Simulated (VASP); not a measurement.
The system is CdS.

```
CELL_PARAMETERS angstrom
0.00000 2.75324 2.75324
2.75324 0.00000 2.75324
2.75324 2.75324 0.00000
ATOMIC_POSITIONS crystal
Cd 0.00000 0.00000 0.00000
S 0.50000 0.50000 0.50000
```

- Program: VASP 6.6.1
- Task: relaxation of cell and atoms
- Functional: r2SCAN
- Potentials or basis: VASP PAW PBE potentials, release 64 (Cd, S)
- Cutoff: 600 eV
- k mesh: 5 × 5 × 5
- Occupations: gaussian, width 0.01 eV
- Spin: no spin polarisation

At the start: pressure -1.8 GPa; volume 20.87 Å³/atom.

**Question.** How do energy, volume and symmetry change on relaxing?

**Answer.** Over 3 steps the energy falls by 2.6 meV/atom and the volume is 20.41 Å³/atom (-2.2 %); space group Fm-3m (No. 225, to 0.05 Å).

Step by step:
```
step  energy change (eV)  largest force (eV/Å)  pressure (GPa)  volume (Å³)
   1              0.0000                0.0000           -1.76        41.74
   2             -0.0040                0.0000            0.94        40.37
   3             -0.0052                0.0000            0.00        40.81
```

Final structure:
```cif
data_structure
_symmetry_space_group_name_H-M 'P 1'
_symmetry_Int_Tables_number 1
_cell_length_a 3.8645
_cell_length_b 3.8645
_cell_length_c 3.8645
_cell_angle_alpha 60.000
_cell_angle_beta 60.000
_cell_angle_gamma 60.000
_cell_volume 40.81
loop_
_atom_site_label
_atom_site_type_symbol
_atom_site_fract_x
_atom_site_fract_y
_atom_site_fract_z
_atom_site_occupancy
Cd1 Cd 0.00000 0.00000 0.00000 1
S1 S 0.50000 0.50000 0.50000 1
```

Caveat: the PAW data sets were made with another functional, which shifts forces and pressure a little.
